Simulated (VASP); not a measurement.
Set up this calculation in VASP 6.6.1, as the native input.

```
Task                   : single point
Functional             : PBEsol
Potentials or basis    : VASP PAW PBE potentials, release 64 (Au)
Cutoff                 : 520 eV
k mesh                 : 14 × 14 × 14
Occupations            : gaussian, width 0.15 eV
Spin                   : no spin polarisation
Dipole correction      : no
Further INCAR settings : ALGO = Fast; EDIFF = 1e-07; NBANDS = 18
```

The structure of Au lies in POSCAR:

```
Au
1.0
    0.0000000000     -3.3145380000      0.0000000000
   -3.3145380000      0.0000000000      0.0000000000
    0.0000000000      0.0000000000     -3.3145380000
Au
2
Direct
    0.5075425293      0.5000000000      0.5000000000
   -0.0075425293      0.0000000000      0.0000000000
```

This cell differs from its parent crystal: atoms displaced along a vibrational mode.

These files were run (other wordings do the same):

INCAR

```
SYSTEM = Au
  ALGO = Fast
  EDIFF = 1E-7
  ENCUT = 520
  GGA = PS
  ISIF = 2
  ISMEAR = 0
  LASPH = .True.
  LCHARG = .False.
  LREAL = .False.
  LWAVE = .False.
  NBANDS = 18
  NELM = 100
  PREC = Accurate
  SIGMA = 0.15
```

KPOINTS

```
k-points
0
Gamma
  14 14 14
  0 0 0
```

Potentials or basis: VASP PAW PBE potentials, release 64 (Au).

Run with:

```sh
$ cat potpaw_PBE.64/Au/POTCAR > POTCAR
$ mpirun -np 1 vasp_std > vasp.out
```

Results of the run:

```json
{
  "Pressure": "-9.3 GPa",
  "Largest force": "0.234 eV/Å",
  "Band gap on the k mesh": "zero (bands 11 and 12 overlap by 4.70 eV)"
}
```

Caveat: the cell differs from its parent crystal (atoms displaced along a vibrational mode); the cell stands under tension; the PAW data sets were made with another functional, which shifts forces and pressure a little; spin-orbit coupling is left out, which moves the levels of the heavy elements.

Run time: 79 s on 1 thread of Intel(R) Xeon(R) 6975P-C (Granite Rapids), on a shared host, peak memory 0.27 GiB.
